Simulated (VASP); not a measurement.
Set up this calculation in VASP 6.6.1, as the native input.

- Task: single point
- Functional: r2SCAN
- Potentials or basis: VASP PAW PBE potentials, release 64 (Si)
- Cutoff: 520 eV
- k mesh: 24 × 24 × 20
- Occupations: gaussian, width 0.15 eV
- Spin: no spin polarisation
- Dipole correction: no
- Further INCAR settings: ALGO = Normal; EDIFF = 1e-06; NBANDS = 8

Crystal: Si.

```
Si
1.0
     2.58123    0.00000    0.00000
    -1.29062    2.23541    0.00000
     0.00000    0.00000    2.50335
Si
1
Direct
  0.00000 0.00000 0.00000
```

This cell differs from its parent crystal: strain -0.015 along x and y, +0.015 along z.

One way to write it, as run:

POSCAR

```
Si
1.0
    2.5812346727      0.0000000000      0.0000000000
   -1.2906173364      2.2354147996      0.0000000000
    0.0000000000      0.0000000000      2.5033497058
Si
1
Direct
    0.0000000000      0.0000000000      0.0000000000
```

INCAR.step1

```
PREC = Accurate
ENCUT = 520
ISMEAR = 0
SIGMA = 0.15
LREAL = False
LASPH = True
NELM = 60
NBANDS = 8
GGA = PE
ALGO = Normal
EDIFF = 1E-4
LWAVE = True
LCHARG = False
```

INCAR.step2

```
PREC = Accurate
ENCUT = 520
EDIFF = 1E-6
ISMEAR = 0
SIGMA = 0.15
LREAL = False
LASPH = True
NELM = 60
ALGO = Normal
ISIF = 2
LWAVE = False
LCHARG = False
METAGGA = R2SCAN
LMIXTAU = True
NBANDS = 8
ISTART = 1
```

KPOINTS

```
Automatic mesh
0
Gamma
  24 24 20
```

Potentials or basis: VASP PAW PBE potentials, release 64 (Si).

Launch:

```bash
$ cat potpaw_PBE.64/Si/POTCAR > POTCAR
$ cp INCAR.step1 INCAR
$ mpirun -np 1 vasp_std > vasp.out
$ cp INCAR.step2 INCAR
$ mpirun -np 1 vasp_std > vasp.out
```

Results of the run:

```yaml
Pressure: 3.7 GPa
Band_gap_on_the_k_mesh: zero (bands 2 and 3 overlap by 12.42 eV)
```

Caveat: the cell differs from its parent crystal (strain -0.015 along x and y, +0.015 along z); the cell stands under pressure; the PAW data sets were made with another functional, which shifts forces and pressure a little.

Run time: 3.7 min on 1 thread of AMD EPYC 7R43 64-Core Processor (Zen 3), with other jobs on the host, peak memory 0.14 GiB.
